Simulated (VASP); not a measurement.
# Si3F2 (P-3m1) in VASP: a series of runs, part 3 of 3

VASP 6.6.1. Earlier steps stand in the parts before.

### Step 5. Single point, PBE, collinear spin

Input file INCAR:

```
SYSTEM = Si3F2
PREC     = Accurate       ! precision mode
ENCUT    = 600            ! plane-wave cutoff, eV
EDIFF    = 1E-6           ! SCF threshold, eV
ISMEAR   = 0              ! smearing method
SIGMA    = 0.1            ! smearing width, eV
LREAL    = .FALSE.        ! projectors in reciprocal space
LASPH    = .TRUE.         ! aspherical terms in the spheres
NELM     = 200            ! most SCF steps
ALGO     = Normal         ! electronic algorithm
ISIF     = 2              ! what is computed and relaxed
LWAVE    = .FALSE.        ! write WAVECAR
LCHARG   = .FALSE.        ! write CHGCAR
ISPIN    = 2              ! spin polarisation
MAGMOM   = 0 0 0 1 1      ! initial moments
LORBIT   = 11             ! projections on sites
GGA      = PE             ! functional
NBANDS   = 25             ! bands
GGA_COMPAT= .FALSE.
```

Input file KPOINTS:

```
Automatic mesh
0
G
  6 6 4
  0 0 0
```

Input file POSCAR:

```
Si3F2
1.0
    3.6296370054      0.0000000000      0.0000000000
   -1.8148185027      3.1433578532      0.0000000000
    0.0000000000      0.0000000000      5.6471255947
Si F
3 2
Direct
    0.0000000000      0.0000000000      0.0000000000
    0.3333333333      0.6666666667      0.6450000000
    0.6666666667      0.3333333333      0.3550000000
    0.3333333333      0.6666666667      0.2450000000
    0.6666666667      0.3333333333      0.7550000000
```

Potentials or basis: VASP PAW PBE potentials, release 64 (Si, F).

Run with:

```console
> cat potpaw_PBE.64/Si/POTCAR potpaw_PBE.64/F/POTCAR > POTCAR
> mpirun -np 1 vasp_std > vasp.out
```

OUTCAR:

```text
SYSTEM = Si3F2
   PREC = Accurate
   ENCUT = 600
   EDIFF = 1E-6
   ISMEAR = 0
   LREAL = .FALSE.
   LASPH = .TRUE.
   NELM = 200
   ISIF = 2
   ISPIN = 2
   LORBIT = 11
   GGA = PE

 ion  position               nearest neighbor table
   1  0.000  0.000  0.000-   4 2.51   5 2.51   5 2.51   4 2.51   5 2.51   4 2.51   2 2.90   3 2.90
                             2 2.90   3 2.90   3 2.90   2 2.90
   2  0.333  0.667  0.645-   5 2.19   5 2.19   5 2.19   4 2.26   3 2.66   3 2.66   3 2.66   1 2.90
                             1 2.90   1 2.90
   3  0.667  0.333  0.355-   4 2.19   4 2.19   4 2.19   5 2.26   2 2.66   2 2.66   2 2.66   1 2.90
                             1 2.90   1 2.90
   4  0.333  0.667  0.245-   3 2.19   3 2.19   3 2.19   2 2.26   1 2.51   1 2.51   1 2.51
   5  0.667  0.333  0.755-   2 2.19   2 2.19   2 2.19   3 2.26   1 2.51   1 2.51   1 2.51

  LATTYP: Found a hexagonal cell.
 ALAT       =     3.6296370054
 C/A-ratio  =     1.5558375635

  Lattice vectors:

 A1 = (   3.6296370054,   0.0000000000,   0.0000000000)
 A2 = (  -1.8148185027,   3.1433578532,   0.0000000000)
 A3 = (   0.0000000000,   0.0000000000,   5.6471255947)

Analysis of symmetry for initial positions (statically):
=====================================================================
 Subroutine PRICEL returns:
 Original cell was already a primitive cell.

 Routine SETGRP: Setting up the symmetry group for a
 hexagonal supercell.

 Subroutine GETGRP returns: Found 12 space group operations
 (whereof 12 operations were pure point group operations)
 out of a pool of 24 trial point group operations.

The static configuration has the point symmetry D_3d.

Analysis of symmetry for dynamics (positions and initial velocities):
=====================================================================
 Subroutine PRICEL returns:
 Original cell was already a primitive cell.

 Routine SETGRP: Setting up the symmetry group for a
 hexagonal supercell.

 Subroutine GETGRP returns: Found 12 space group operations
 (whereof 12 operations were pure point group operations)
 out of a pool of 24 trial point group operations.

The dynamic configuration has the point symmetry D_3d.

Analysis of structural, dynamic, and magnetic symmetry:
=====================================================================
 Subroutine PRICEL returns:
 Original cell was already a primitive cell.

 Routine SETGRP: Setting up the symmetry group for a
 hexagonal supercell.

 Subroutine GETGRP returns: Found 12 space group operations
 (whereof 12 operations were pure point group operations)
 out of a pool of 24 trial point group operations.

The overall configuration has the point symmetry D_3d.

 Subroutine INISYM returns: Found 12 space group operations
 (whereof 12 operations are pure point group operations),
 and found     1 'primitive' translations

----------------------------------------------------------------------------------------

                                     Primitive cell

  volume of cell :      64.4295

[... 91 lines left out ...]
   ENCUT  =  600.0 eV  44.10 Ry    6.64 a.u.   7.25  7.25 11.28*2*pi/ulx,y,z
   NELM   =    200;   NELMIN=  2; NELMDL= -5     # of ELM steps
   EDIFF  = 0.1E-05   stopping-criterion for ELM
   LREAL  =      F    real-space projection
   EDIFFG = 0.1E-04   stopping-criterion for IOM
   NSW    =      0    number of steps for IOM
   IBRION =     -1    ionic relax: 0-MD 1-quasi-New 2-CG
   NFREE  =      0    steps in history (QN), initial steepest desc. (CG)
   ISIF   =      2    stress and relaxation
   ISYM   =      2    0-nonsym 1-usesym 2-fastsym
   POTIM  = 0.5000    time-step for ionic-motion
   TEBEG  =    0.0;   TEEND  =   0.0 temperature during run
   PSTRESS=    0.0 pullay stress
   NELECT =      26.0000    total number of electrons
   NUPDOWN=      -1.0000    fix difference up-down
   EMIN   =  10.00;   EMAX   =-10.00  energy-range for DOS
   EFERMI =   0.00;   METHOD = LEGACY
   ISMEAR =     0;   SIGMA  =   0.10  broadening in eV -4-tet -1-fermi 0-gaus
   EFERMI_NEDOS =   21; number of points for ismear=-14 and -15
   IALGO  =     38    algorithm
   IMIX   =      4    mixing-type and parameters
     AMIX     =   0.40;   BMIX     =  1.00
     AMIX_MAG =   1.60;   BMIX_MAG =  1.00
  volume/ion in A,a.u.               =      12.89        86.96
  Fermi-wavevector in a.u.,A,eV,Ry     =   1.209775  2.286142 19.912869  1.463555
  Thomas-Fermi vector in A             =   2.345342
   LORBIT       =     11    0 simple, 1 ext, 2 COOP (PROOUT), +10 PAW based schemes
   GGA     = PE    functional components
   LHFCALC =     F    Hartree Fock is set to
   AEXX    =    0.0000 exact exchange contribution
   IVDW    =     0    specifies the selected vdW correction
   LEPSILON=     F    determine dielectric tensor
   LRPA    =     F    only Hartree local field effects (RPA)
 spin polarized calculation
 Gauss-broadening in eV      SIGMA  =   0.10
  energy-cutoff  :      600.00
  volume of cell :       64.43
 maximum number of plane-waves:      2189
 NGX is ok and might be reduce to    30
   NGX = 15   NGY = 15   NGZ = 23

 number of electron      25.9999978 magnetization       0.0007962

 Free energy of the ion-electron system (eV)
  ---------------------------------------------------
  ext. energy  EPLUGINS =         0.00000000
  ---------------------------------------------------
  free energy    TOTEN  =       -17.85039227 eV

  energy without entropy =      -17.83355508  energy(sigma->0) =      -17.84197367

 E-fermi :   7.7549     XC(G=0): -10.8298

 val. band max:        7.7439806010   @ k =   0.3333   0.3333   0.0000
 cond. band min:       7.7759810475   @ k =   0.3333   0.0000   0.2500
 fundamental gap:      0.0320004465
 Fermi energy:         7.7549222058

 spin component 1

 k-point     1 :       0.0000    0.0000    0.0000
  band No.  band energies     occupation
      1     -17.8086      1.00000
      2     -17.5652      1.00000
      3      -2.8886      1.00000
      4      -1.7549      1.00000
      5       0.3077      1.00000
      6       0.3077      1.00000
[... 661 lines left out ...]
     24      19.6987      0.00000
     25      19.9837      0.00000
 Fermi energy:         7.7549222058

 spin component 2

 k-point     1 :       0.0000    0.0000    0.0000
  band No.  band energies     occupation
      1     -17.8084      1.00000
      2     -17.5650      1.00000
      3      -2.8883      1.00000
      4      -1.7548      1.00000
      5       0.3077      1.00000
      6       0.3077      1.00000
[... 661 lines left out ...]
     24      19.6991      0.00000
     25      19.9836      0.00000

------------------------ aborting loop because EDIFF is reached ----------------------------------------

  FORCE on cell =-STRESS in cart. coord.  units (eV):
  Direction    XX          YY          ZZ          XY          YZ          ZX
  --------------------------------------------------------------------------------------
  -------------------------------------------------------------------------------------
  Total        8.7755490      8.7755490     11.8128747     -0.0000000      0.0000000      0.0000000
  in kB      218.2229435    218.2229435    293.7525957     -0.0000000      0.0000000      0.0000000
  external PRESSURE =     243.3994942 kB  Pullay stress =       0.0000000 kB

 VOLUME and BASIS-vectors are now :
 -----------------------------------------------------------------------------
  energy-cutoff  :      600.00
  volume of cell :       64.43
      direct lattice vectors                 reciprocal lattice vectors
     3.629637005  0.000000000  0.000000000     0.275509644  0.159065567  0.000000000
    -1.814818503  3.143357853  0.000000000     0.000000000  0.318131135  0.000000000
     0.000000000  0.000000000  5.647125595     0.000000000  0.000000000  0.177081240

 POSITION                                       TOTAL-FORCE (eV/Angst)
 -----------------------------------------------------------------------------------
      0.00000      0.00000      0.00000         0.000000      0.000000      0.000000
     -0.00000      2.09557      3.64240         0.000000      0.000000      0.973723
      1.81482      1.04779      2.00473         0.000000     -0.000000     -0.973723
     -0.00000      2.09557      1.38355        -0.000000     -0.000000     -1.790467
      1.81482      1.04779      4.26358         0.000000      0.000000      1.790467
 -----------------------------------------------------------------------------------
    total drift:                               -0.000000      0.000000      0.000000

  FREE ENERGIE OF THE ION-ELECTRON SYSTEM (eV)
  ---------------------------------------------------
  free  energy   TOTEN  =       -17.8503922699 eV

  energy  without entropy=      -17.8335550773  energy(sigma->0) =      -17.84197367

 total charge

# of ion       s       p       d       tot
------------------------------------------
    1        0.973   0.524   0.000   1.497
    2        0.942   0.570   0.000   1.512
    3        0.942   0.570   0.000   1.512
    4        1.776   4.323   0.000   6.099
    5        1.776   4.323   0.000   6.099
--------------------------------------------------
tot          6.408  10.311   0.000  16.719

 magnetization (x)

# of ion       s       p       d       tot
------------------------------------------
    1       -0.000   0.000   0.000   0.000
    2        0.000   0.000   0.000   0.000
    3        0.000   0.000   0.000   0.000
    4        0.000   0.000   0.000   0.000
    5        0.000   0.000   0.000   0.000
--------------------------------------------------
tot          0.000   0.000   0.000   0.000
```

It took 1.8 min on 1 thread of Intel Xeon 8259CL, shared host; peak memory 0.26 GiB.

Results:

| Quantity | Value |
| --- | --- |
| Free energy | -17.8504 eV |
| Pressure | 24.3 GPa |
| Largest force | 1.790 eV/Å |
| Band gap on the k mesh | zero (filled and empty bands overlap) |
| Net moment | 0.00 μB per cell |
| Valence electrons inside the program's atomic spheres | Si 1.50, 1.51 (each value once); F 6.10 |

Forces in eV/Å, atoms in the order of the input:
```
Si   0.000  0.000  0.000
Si   0.000  0.000  0.974
Si   0.000  0.000 -0.974
F    0.000  0.000 -1.790
F    0.000  0.000  1.790
```

Levels at points of the mesh, in eV from the Fermi level:
Spin up:
```tsv
k point	band 11	band 12	band 13	band 14	band 15	band 16
(0.00, 0.00, 0.00)	-2.34	1.16	1.16	1.94	1.94	2.97
(0.50, 0.00, 0.00)	-2.36	-1.70	-0.30	0.07	1.29	2.01
(0.00, 0.00, 0.50)	-1.21	-0.81	0.77	0.77	2.51	2.51
(0.50, 0.00, 0.50)	-2.52	-2.28	0.02	0.45	1.28	1.98
```
Spin down:
| k point | band 10 | band 11 | band 12 | band 13 | band 14 | band 15 | band 16 | band 17 |
| --- | --- | --- | --- | --- | --- | --- | --- | --- |
| (0.00, 0.00, 0.00) | -5.54 | -2.34 | 1.16 | 1.16 | 1.94 | 1.94 | 2.97 | 3.38 |
| (0.50, 0.00, 0.00) | -4.49 | -2.36 | -1.70 | -0.30 | 0.07 | 1.29 | 2.01 | 4.10 |
| (0.00, 0.00, 0.50) | -5.63 | -1.21 | -0.81 | 0.77 | 0.77 | 2.51 | 2.51 | 4.11 |
| (0.50, 0.00, 0.50) | -3.65 | -2.52 | -2.28 | 0.02 | 0.45 | 1.28 | 1.98 | 3.16 |

Caveat: the cell stands under pressure; forces of over 1 eV/Å act on the atoms, so gaps and moduli don't describe the material at rest.

### Step 6. Relaxation of cell and atoms, PBE

This run uses another cell than the first one, of 23.98 Å³/atom.

Input file INCAR:

```
SYSTEM = Si3F2
PREC = Accurate ; ENCUT = 600
EDIFF = 1E-7 ; ISMEAR = -5
SIGMA = 0.1 ; LREAL = .FALSE.
LASPH = .TRUE. ; NELM = 120
ALGO = Normal ; ISIF = 3
LWAVE = .FALSE. ; LCHARG = .FALSE.
GGA = PE ; IBRION = 2
NSW = 100 ; EDIFFG = -0.01
GGA_COMPAT = .FALSE. ; NELMIN = 4
```

Input file KPOINTS:

```
Automatic mesh
0
G
  12 12 4
  0 0 0
```

Input file POSCAR:

```
Si3F2
1.0
    3.7400123925      0.0000000000      0.0000000000
   -1.8700061962      3.2389457424      0.0000000000
    0.0000000000      0.0000000000      9.8961878293
Si F
3 2
Direct
    0.0000000000      0.0000000000      0.0000000000
    0.3333333333      0.6666666667      0.5296503276
    0.6666666667      0.3333333333      0.4703496724
    0.3333333333      0.6666666667      0.0789514563
    0.6666666667      0.3333333333      0.9210485437
```

Potentials or basis: VASP PAW PBE potentials, release 64 (Si, F).

Run with:

```console
> cat potpaw_PBE.64/Si/POTCAR potpaw_PBE.64/F/POTCAR > POTCAR
> mpirun -np 1 vasp_std > vasp.out
```

Run time: 42 min. Hardware: 1 thread of Intel Xeon 8259CL, shared host; peak memory 0.36 GiB.

The run converged. Its results:

* Free energy: -23.0902 eV
* Relaxed volume: 22.81 Å³/atom
* Relaxed cell: a = 3.739 Å, b = 3.739 Å, c = 9.420 Å, α = 90.00°, β = 90.00°, γ = 120.00°
* Space group after relaxing (to 0.1 Å): P-3m1 (No. 164)
* Energy gained by relaxing: 0.5 meV/atom
* Ionic steps: 18
* Pressure after relaxing: 0.0 GPa
* Largest force after relaxing: 0.007 eV/Å
* Band gap on the k mesh: zero (filled and empty bands overlap)

Forces on the atoms (eV/Å):
```
Si   0.000  0.000  0.000
Si   0.000  0.000 -0.004
Si   0.000  0.000  0.004
F    0.000  0.000  0.007
F    0.000  0.000 -0.007
```

The path:
| step | energy change (eV) | largest force (eV/Å) | pressure (GPa) | volume (Å³) |
| --- | --- | --- | --- | --- |
| 1 | 0.0000 | 0.0124 | -0.11 | 119.88 |
| 2 | -0.0001 | 0.0083 | 0.02 | 119.59 |
| 3 | -0.0001 | 0.0072 | 0.00 | 119.63 |
| 4 | -0.0002 | 0.0077 | 0.00 | 119.54 |
| 5 | -0.0003 | 0.0090 | 0.00 | 119.28 |
| 6 | -0.0006 | 0.0174 | -0.01 | 118.75 |
| 7 | -0.0009 | 0.0357 | -0.01 | 117.70 |
| 8 | -0.0010 | 0.0316 | -0.03 | 117.53 |
| 9 | -0.0014 | 0.0190 | -0.06 | 117.03 |
| 10 | -0.0018 | 0.0132 | -0.12 | 116.03 |
| 11 | -0.0015 | 0.0576 | -0.24 | 114.02 |
| 12 | -0.0019 | 0.0226 | -0.16 | 115.35 |
| 13 | -0.0020 | 0.0217 | -0.13 | 115.14 |
| 14 | -0.0021 | 0.0193 | -0.03 | 114.51 |
| 15 | -0.0021 | 0.0184 | 0.01 | 114.22 |
| 16 | -0.0022 | 0.0173 | 0.01 | 114.21 |
| 17 | -0.0022 | 0.0139 | 0.02 | 114.15 |
| 18 | -0.0023 | 0.0072 | 0.02 | 114.04 |

Final structure:
```
CELL_PARAMETERS angstrom
3.73875 0.00000 0.00000
-1.86937 3.23785 0.00000
0.00000 0.00000 9.42024
ATOMIC_POSITIONS crystal
Si 0.00000 0.00000 0.00000
Si 0.33333 0.66667 0.53107
Si 0.66667 0.33333 0.46893
F 0.33333 0.66667 0.08257
F 0.66667 0.33333 0.91743
```

Levels at points of the mesh, in eV from the Fermi level:
```tsv
k point	band 11	band 12	band 13	band 14	band 15	band 16
(0.00, 0.00, 0.00)	-3.32	-0.75	-0.75	0.66	2.56	3.04
(0.50, 0.00, 0.00)	-2.30	-1.84	-1.05	0.47	1.40	1.53
(0.00, 0.00, 0.50)	-3.18	-0.75	-0.75	0.41	3.04	3.09
(0.50, 0.00, 0.50)	-2.30	-1.84	-1.08	0.55	1.27	1.57
```

Caveat: tetrahedron occupations give inexact forces and stress in metals.

### Step 7. Summary

| task | spin | cell | k mesh | cutoff (eV) | smearing | gap on the mesh (eV) | pressure (GPa) | relaxed volume (Å³/atom) | largest force (eV/Å) |
| --- | --- | --- | --- | --- | --- | --- | --- | --- | --- |
| relaxation of cell and atoms | off | relaxed from a = 3.630, b = 3.630, c = 5.647 Å, angles 90.0, 90.0, 120.0°, 5 atoms, atomic positions A | 6 × 6 × 4 | 600 | gaussian 0.1 eV | none | 0.0 | 17.75 | 0.04 |
| single point | off | a = 3.740, b = 3.740, c = 9.896 Å, angles 90.0, 90.0, 120.0°, 5 atoms, atomic positions B | 12 × 12 × 4 | 520 | gaussian 0.1 eV | none | -0.1 | - | 0.01 |
| single point | off | a = 3.740, b = 3.740, c = 9.896 Å, angles 90.0, 90.0, 120.0°, 5 atoms, atomic positions B | 12 × 12 × 4 | 600 | tetrahedron | none | -0.1 | - | 0.01 |
| single point | collinear | a = 3.630, b = 3.630, c = 5.647 Å, angles 90.0, 90.0, 120.0°, 5 atoms, atomic positions A | 6 × 6 × 4 | 600 | gaussian 0.1 eV | none | 24.3 | - | 1.79 |
| relaxation of cell and atoms | off | relaxed from a = 3.740, b = 3.740, c = 9.896 Å, angles 90.0, 90.0, 120.0°, 5 atoms, atomic positions B | 12 × 12 × 4 | 600 | tetrahedron | none | 0.0 | 22.81 | 0.01 |

Alike in all rows: level PBE; potentials or basis VASP PAW PBE potentials, release 64 (Si, F).

Caveats: tetrahedron occupations give inexact forces and stress in metals (at least some runs); the volume moved by over 15 % at a fixed basis, so the end points are rough (at least some runs); the cell stands under pressure (at least some runs); forces of over 1 eV/Å act on the atoms, so gaps and moduli don't describe the material at rest (at least some runs).

Total energies depend on the potentials used, so only differences within one code and one set of settings carry meaning.
